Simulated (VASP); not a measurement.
A run of VASP 6.6.1:

INCAR

```
  ALGO = Normal
  EDIFF = 1E-6
  ENCUT = 520
  GGA = PE
  ISIF = 2
  ISMEAR = 0
  LASPH = True
  LCHARG = False
  LREAL = False
  LWAVE = False
  NBANDS = 20
  NELM = 80
  PREC = Accurate
  SIGMA = 0.1
```

Contents of KPOINTS:

```
k-points
0
Gamma
  6 6 6
```

POSCAR

```
TlGe
1.0
    3.6364524079      0.0000000000      0.0000000000
    0.0000000000      3.6364524079      0.0000000000
    0.0000000000      0.0000000000      3.6364524079
Tl Ge
1 1
Direct
    0.0000000000      0.0000000000      0.0000000000
    0.5000000000      0.5000000000      0.5000000000
```

Potentials or basis: VASP PAW PBE potentials, release 64 (Tl_d, Ge_d).

Run with:

```console
$ cat potpaw_PBE.64/Tl_d/POTCAR potpaw_PBE.64/Ge_d/POTCAR > POTCAR
$ mpirun -np 1 vasp_std > vasp.out
```

Hardware: 1 thread of Intel(R) Xeon(R) Platinum 8375C CPU @ 2.90GHz (Ice Lake) (shared host).

Task: Estimate the wall time of this run.

Result: It took 11 s on 1 thread of Intel(R) Xeon(R) Platinum 8375C CPU @ 2.90GHz (Ice Lake) (shared host), peak memory 0.16 GiB. Counts: scf iterations 11, k points 20.
